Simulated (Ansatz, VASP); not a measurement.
## Two plane-wave programs on Cd

```
Cd
1.0
    -1.74864    1.74864    1.78432
     1.74864   -1.74864    1.78432
     1.74864    1.74864   -1.78432
Cd
1
Direct
  0.00000 0.00000 0.00000
```

Change from the starting cell: strain -0.0200 x Voigt [1, 1, 0, 0, 0, 0], atoms carried along.

Alike in both runs: task single point; functional r2SCAN; k mesh 18 × 18 × 18; occupations gaussian, width 0.15 eV; no spin polarisation.

|  | VASP | Ansatz |
| --- | --- | --- |
| version | VASP 6.6.1 | Ansatz 0.2.0 |
| potentials or method | VASP PAW PBE potentials, release 64 (Cd), cutoff 520 eV | scalar-relativistic, plane waves, PAW |
| valence electrons in the cell | 12 | 20 |

|  | VASP | Ansatz | Ansatz less VASP |
| --- | --- | --- | --- |
| gap on the k mesh at the Fermi level (eV) | none | none | - |
| pressure (GPa) | 0.9 | 0.6 | -0.29 |
| traceless stress, the component that is largest in VASP (GPa) | 0.37 | 0.38 | +0.002 |

VASP's potentials were made for PBE, not for r2SCAN. A gap of «none» marks a metal or a gap that the smearing closes. VASP's potentials hold 12 valence electrons a cell and Ansatz's 20, so a difference there can come from the potentials and not from the codes.
